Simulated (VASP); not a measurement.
Input of a VASP 6.6.1 run:

Contents of INCAR:

```
SYSTEM = SiF
PREC = Accurate
ENCUT = 600
EDIFF = 1E-6
ISMEAR = 0
SIGMA = 0.2
LREAL = .False.
LASPH = .True.
NELM = 120
ALGO = Normal
ISIF = 2
LWAVE = .False.
LCHARG = .True.
GGA = PE
LELF = .True.
LVHAR = .True.
NBANDS = 12
GGA_COMPAT = .False.
```

KPOINTS

```
Automatic mesh
0
Gamma
  7 7 7
  0 0 0
```

POSCAR

```
SiF
1.0
    0.0000000000      2.5147441928      2.5147441928
    2.5147441928      0.0000000000      2.5147441928
    2.5147441928      2.5147441928      0.0000000000
Si F
1 1
Direct
    0.5000000000      0.5000000000      0.5000000000
    0.0000000000      0.0000000000      0.0000000000
```

Potentials or basis: VASP PAW PBE potentials, release 64 (Si, F).

Run with:

```sh
$ cat potpaw_PBE.64/Si/POTCAR potpaw_PBE.64/F/POTCAR > POTCAR
$ mpirun -np 1 vasp_std > vasp.out
```

**Question.** Predict the pressure.

**Answer.** 0.1 GPa.

**Question.** Estimate the band gap on the k mesh.

**Answer.** Zero (an odd number of electrons rules out a gap without spin polarisation).

Caveat: an odd number of electrons without spin polarisation forces a metal; a magnetic or distorted state may lie lower.
